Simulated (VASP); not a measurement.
# FeO (F-43m) in VASP: notebook

Aim: see how the results for FeO move with the level of theory and the settings. Levels: PBE, PBEsol-based global hybrid, PBE-based screened hybrid. Tasks: single point.

Program: VASP 6.6.1. These are calculated values, not measurements. Logs are shortened: lines on timing, memory, paths and dates and some standing lists are left out, and cuts for length are marked.

### 1 The cell of the first run

It takes space group F-43m (No. 216, cubic). Conventional cell: a = 4.732 Å, b = 4.732 Å, c = 4.732 Å, α = 90.00°, β = 90.00°, γ = 90.00°. Within 2.7 Å of Fe (site symmetry -43m) lie 4 O at 2.05 Å. Within 2.7 Å of O (site symmetry -43m) lie 4 Fe at 2.05 Å.

### 2 Single point, PBE, collinear spin, ferromagnetic start

Input file INCAR:

```
ALGO = Normal ; EDIFF = 1E-6
ENCUT = 600 ; GGA = PE
GGA_COMPAT = F ; ISIF = 2
ISMEAR = -1 ; ISPIN = 2
LASPH = T ; LCHARG = T
LELF = T ; LMAXMIX = 4
LORBIT = 11 ; LREAL = F
LVHAR = T ; LWAVE = F
MAGMOM = 3 0 ; NBANDS = 22
NELM = 200 ; PREC = Accurate
SIGMA = 0.05
```

Input file KPOINTS:

```
k-points
0
Gamma
  10 10 10
```

Input file POSCAR:

```
FeO
1.0
    0.0000000000      2.3658968058      2.3658968058
    2.3658968058      0.0000000000      2.3658968058
    2.3658968058      2.3658968058      0.0000000000
Fe O
1 1
Direct
    0.0000000000      0.0000000000      0.0000000000
    0.2500000000      0.2500000000      0.2500000000
```

Potentials or basis: VASP PAW PBE potentials, release 64 (Fe_sv, O).

On the command line:

```bash
$ cat potpaw_PBE.64/Fe_sv/POTCAR potpaw_PBE.64/O/POTCAR > POTCAR
$ mpirun -np 1 vasp_std > vasp.out
```

OUTCAR:

```text
EDIFF = 1E-6
   ENCUT = 600
   GGA = PE
   ISIF = 2
   ISMEAR = -1
   ISPIN = 2
   LASPH = T
   LORBIT = 11
   LREAL = F
   NELM = 200
   PREC = Accurate

 ion  position               nearest neighbor table
   1  0.000  0.000  0.000-   2 2.05   2 2.05   2 2.05   2 2.05
   2  0.250  0.250  0.250-   1 2.05   1 2.05   1 2.05   1 2.05

  LATTYP: Found a face centered cubic cell.
 ALAT       =     4.7317936116

  Lattice vectors:

 A1 = (   0.0000000000,   2.3658968058,   2.3658968058)
 A2 = (   2.3658968058,   0.0000000000,   2.3658968058)
 A3 = (   2.3658968058,   2.3658968058,   0.0000000000)

Analysis of symmetry for initial positions (statically):
=====================================================================
 Subroutine PRICEL returns:
 Original cell was already a primitive cell.

 Routine SETGRP: Setting up the symmetry group for a
 face centered cubic supercell.

 Subroutine GETGRP returns: Found 24 space group operations
 (whereof 24 operations were pure point group operations)
 out of a pool of 48 trial point group operations.

The static configuration has the point symmetry T_d .

Analysis of symmetry for dynamics (positions and initial velocities):
=====================================================================
 Subroutine PRICEL returns:
 Original cell was already a primitive cell.

 Routine SETGRP: Setting up the symmetry group for a
 face centered cubic supercell.

 Subroutine GETGRP returns: Found 24 space group operations
 (whereof 24 operations were pure point group operations)
 out of a pool of 48 trial point group operations.

The dynamic configuration has the point symmetry T_d .

Analysis of structural, dynamic, and magnetic symmetry:
=====================================================================
 Subroutine PRICEL returns:
 Original cell was already a primitive cell.

 Routine SETGRP: Setting up the symmetry group for a
 face centered cubic supercell.

 Subroutine GETGRP returns: Found 24 space group operations
 (whereof 24 operations were pure point group operations)
 out of a pool of 48 trial point group operations.

The overall configuration has the point symmetry T_d .

 Subroutine INISYM returns: Found 24 space group operations
 (whereof 24 operations are pure point group operations),
 and found     1 'primitive' translations

----------------------------------------------------------------------------------------

                                     Primitive cell

  volume of cell :      26.4861

  direct lattice vectors                    reciprocal lattice vectors
     0.000000000  2.365896806  2.365896806    -0.211336352  0.211336352  0.211336352
     2.365896806  0.000000000  2.365896806     0.211336352 -0.211336352  0.211336352
     2.365896806  2.365896806  0.000000000     0.211336352  0.211336352 -0.211336352

  length of vectors
     3.345883350  3.345883350  3.345883350     0.366045299  0.366045299  0.366045299

  position of ions in fractional coordinates (direct lattice)
     0.000000000  0.000000000  0.000000000
     0.250000000  0.250000000  0.250000000

  ion indices of the primitive-cell ions
   primitive index   ion index
                 1           1
                 2           2

----------------------------------------------------------------------------------------

 KPOINTS: k-points

Automatic generation of k-mesh.
 Grid dimensions read from file:
 generate k-points for:   10   10   10

 Generating k-lattice:

  Cartesian coordinates                     Fractional coordinates (reciprocal lattice)
    -0.021133635  0.021133635  0.021133635     0.100000000  0.000000000  0.000000000
     0.021133635 -0.021133635  0.021133635     0.000000000  0.100000000  0.000000000
     0.021133635  0.021133635 -0.021133635     0.000000000  0.000000000  0.100000000

  Length of vectors
     0.036604530  0.036604530  0.036604530

  Shift w.r.t. Gamma in fractional coordinates (k-lattice)
     0.000000000  0.000000000  0.000000000

 Subroutine IBZKPT returns following result:
 ===========================================

 Found     47 irreducible k-points:

 Following reciprocal coordinates:
            Coordinates               Weight
  0.000000  0.000000  0.000000      1.000000
  0.100000  0.000000  0.000000      8.000000
  0.200000  0.000000  0.000000      8.000000
  0.300000  0.000000  0.000000      8.000000
  0.400000  0.000000  0.000000      8.000000
  0.500000  0.000000  0.000000      4.000000
[... 16 lines left out ...]
  0.300000  0.300000  0.000000      6.000000
  0.400000  0.300000  0.000000     24.000000
 [... further k-points ...]
   k-points           NKPTS =     47   k-points in BZ     NKDIM =     47   number of bands    NBANDS=     22
   number of dos      NEDOS =    301   number of ions     NIONS =      2
   total plane-waves  NPLWV =  21952
   dimension x,y,z NGX =    28 NGY =   28 NGZ =   28
   dimension x,y,z NGXF=    56 NGYF=   56 NGZF=   56
   ions per type =               1   1
   NGX,Y,Z   is equivalent  to a cutoff of  13.91, 13.91, 13.91 a.u.
   NGXF,Y,Z  is equivalent  to a cutoff of  27.82, 27.82, 27.82 a.u.
 SYSTEM =  unknown system
   PREC   = accura    normal or accurate (medium, high low for compatibility)
   ISTART =      0    job   : 0-new  1-cont  2-samecut
   ICHARG =      2    charge: 1-file 2-atom 10-const
   ISPIN  =      2    spin polarized calculation?
   LNONCOLLINEAR =      F non collinear calculations
   LSORBIT =      F    spin-orbit coupling
   LASPH  =      T    aspherical Exc in radial PAW
   ENCUT  =  600.0 eV  44.10 Ry    6.64 a.u.   6.68  6.68  6.68*2*pi/ulx,y,z
   NELM   =    200;   NELMIN=  2; NELMDL= -5     # of ELM steps
   EDIFF  = 0.1E-05   stopping-criterion for ELM
   LREAL  =      F    real-space projection
   EDIFFG = 0.1E-04   stopping-criterion for IOM
   NSW    =      0    number of steps for IOM
   IBRION =     -1    ionic relax: 0-MD 1-quasi-New 2-CG
   NFREE  =      0    steps in history (QN), initial steepest desc. (CG)
   ISIF   =      2    stress and relaxation
   ISYM   =      2    0-nonsym 1-usesym 2-fastsym
   POTIM  = 0.5000    time-step for ionic-motion
   TEBEG  =    0.0;   TEEND  =   0.0 temperature during run
   PSTRESS=    0.0 pullay stress
   NELECT =      22.0000    total number of electrons
   NUPDOWN=      -1.0000    fix difference up-down
   EMIN   =  10.00;   EMAX   =-10.00  energy-range for DOS
   EFERMI =   0.00;   METHOD = LEGACY
   ISMEAR =    -1;   SIGMA  =   0.05  broadening in eV -4-tet -1-fermi 0-gaus
   EFERMI_NEDOS =   21; number of points for ismear=-14 and -15
   IALGO  =     38    algorithm
   IMIX   =      4    mixing-type and parameters
     AMIX     =   0.40;   BMIX     =  1.00
     AMIX_MAG =   1.60;   BMIX_MAG =  1.00
  volume/ion in A,a.u.               =      13.24        89.37
  Fermi-wavevector in a.u.,A,eV,Ry     =   1.538898  2.908096 32.221427  2.368208
  Thomas-Fermi vector in A             =   2.645202
   LORBIT       =     11    0 simple, 1 ext, 2 COOP (PROOUT), +10 PAW based schemes
   GGA     = PE    functional components
   LHFCALC =     F    Hartree Fock is set to
   AEXX    =    0.0000 exact exchange contribution
   IVDW    =     0    specifies the selected vdW correction
   LEPSILON=     F    determine dielectric tensor
   LRPA    =     F    only Hartree local field effects (RPA)
 spin polarized calculation
  energy-cutoff  :      600.00
  volume of cell :       26.49
 maximum number of plane-waves:       903
   NGX = 13   NGY = 13   NGZ = 13

 number of electron      22.0000012 magnetization       4.0250126

 Free energy of the ion-electron system (eV)
  ---------------------------------------------------
  ext. energy  EPLUGINS =         0.00000000
  ---------------------------------------------------
  free energy    TOTEN  =       -15.01812039 eV

  energy without entropy =      -14.99849886  energy(sigma->0) =      -15.00830963

 E-fermi :   6.4418     XC(G=0): -10.7518

 val. band max:        6.4299427940   @ k =   0.4000   0.1000   0.0000
 cond. band min:       6.4458022436   @ k =  -0.3000   0.2000   0.0000
 fundamental gap:      0.0158594496
 Fermi energy:         6.4418090403

 spin component 1

 k-point     1 :       0.0000    0.0000    0.0000
  band No.  band energies     occupation
      1     -83.5343      1.00000
      2     -49.5610      1.00000
      3     -49.5610      1.00000
      4     -49.5610      1.00000
      5     -13.3701      1.00000
      6       0.1839      1.00000
[... 14 lines left out ...]
     21      24.5449      0.00000
     22      26.5927      0.00000

 k-point     2 :       0.1000    0.0000    0.0000
  band No.  band energies     occupation
      1     -83.5342      1.00000
      2     -49.5628      1.00000
      3     -49.5614      1.00000
      4     -49.5614      1.00000
      5     -13.3270      1.00000
      6       0.0642      1.00000
[... 542 lines left out ...]
 k-point    24 :       0.4000    0.3000    0.0000
  band No.  band energies     occupation
      1     -83.5330      1.00000
      2     -49.5738      1.00000
      3     -49.5662      1.00000
      4     -49.5657      1.00000
      5     -12.8878      1.00000
      6      -0.5734      1.00000
[... 14 lines left out ...]
     21      30.1127      0.00000
     22      31.8482      0.00000

 [... further k-points ...]

 spin component 2

 k-point     1 :       0.0000    0.0000    0.0000
  band No.  band energies     occupation
      1     -79.3918      1.00000
      2     -45.5126      1.00000
      3     -45.5126      1.00000
      4     -45.5126      1.00000
      5     -12.8423      1.00000
      6       1.5469      1.00000
[... 14 lines left out ...]
     21      24.8390      0.00000
     22      27.4837      0.00000

 k-point     2 :       0.1000    0.0000    0.0000
  band No.  band energies     occupation
      1     -79.3916      1.00000
      2     -45.5149      1.00000
      3     -45.5130      1.00000
      4     -45.5130      1.00000
      5     -12.7975      1.00000
      6       1.3180      1.00000
[... 542 lines left out ...]
 k-point    24 :       0.4000    0.3000    0.0000
  band No.  band energies     occupation
      1     -79.3901      1.00000
      2     -45.5298      1.00000
      3     -45.5195      1.00000
      4     -45.5188      1.00000
      5     -12.3394      1.00000
      6       0.3208      1.00000
[... 14 lines left out ...]
     21      30.6513      0.00000
     22      32.4891      0.00000

 [... further k-points ...]
[... 5 lines left out ...]
  --------------------------------------------------------------------------------------
  -------------------------------------------------------------------------------------
  Total       -1.9859288     -1.9859288     -1.9859288      0.0000000     -0.0000000      0.0000000
  in kB     -120.1314908   -120.1314908   -120.1314908      0.0000000     -0.0000000      0.0000000
  external PRESSURE =    -120.1314908 kB  Pullay stress =       0.0000000 kB

 VOLUME and BASIS-vectors are now :
 -----------------------------------------------------------------------------
  energy-cutoff  :      600.00
  volume of cell :       26.49
      direct lattice vectors                 reciprocal lattice vectors
     0.000000000  2.365896806  2.365896806    -0.211336352  0.211336352  0.211336352
     2.365896806  0.000000000  2.365896806     0.211336352 -0.211336352  0.211336352
     2.365896806  2.365896806  0.000000000     0.211336352  0.211336352 -0.211336352

 POSITION                                       TOTAL-FORCE (eV/Angst)
 -----------------------------------------------------------------------------------
      0.00000      0.00000      0.00000        -0.000000     -0.000000     -0.000000
      1.18295      1.18295      1.18295         0.000000      0.000000      0.000000
 -----------------------------------------------------------------------------------
    total drift:                               -0.000000     -0.000000     -0.000000

  FREE ENERGIE OF THE ION-ELECTRON SYSTEM (eV)
  ---------------------------------------------------
  free  energy   TOTEN  =       -15.0181203919 eV

  energy  without entropy=      -14.9984988645  energy(sigma->0) =      -15.00830963

 total charge

# of ion       s       p       d       tot
------------------------------------------
    1        2.113   6.003   5.463  13.578
    2        1.549   3.417   0.000   4.966
--------------------------------------------------
tot          3.662   9.419   5.463  18.544

 magnetization (x)

# of ion       s       p       d       tot
------------------------------------------
    1        0.016   0.016   3.432   3.463
    2        0.020   0.266   0.000   0.285
--------------------------------------------------
tot          0.035   0.281   3.432   3.748
```

Run time: 89 s. Hardware: 1 thread of AMD EPYC 7R13 (Zen 3), shared host; peak memory 0.17 GiB.

What came out:

```yaml
Free_energy: -15.0181 eV
Pressure: -12.0 GPa
Band_gap_on_the_k_mesh: zero (filled and empty bands overlap)
Net_moment: 4.03 μB per cell
Site_moments: Fe +3.46; O +0.28 μB
Valence_electrons_inside_the_program's_atomic_spheres: Fe 13.58; O 4.97
```

Caveat: a cell with one magnetic atom can't hold antiferromagnetic order, which such compounds often take; semilocal functionals often make such compounds metallic where correlation or magnetic order opens a gap, which also shifts bond lengths. With open d or f shells a metallic result of PBE can be an artefact of self-interaction; +U or a hybrid may open a gap.

(Continued in part 2 of 2.)
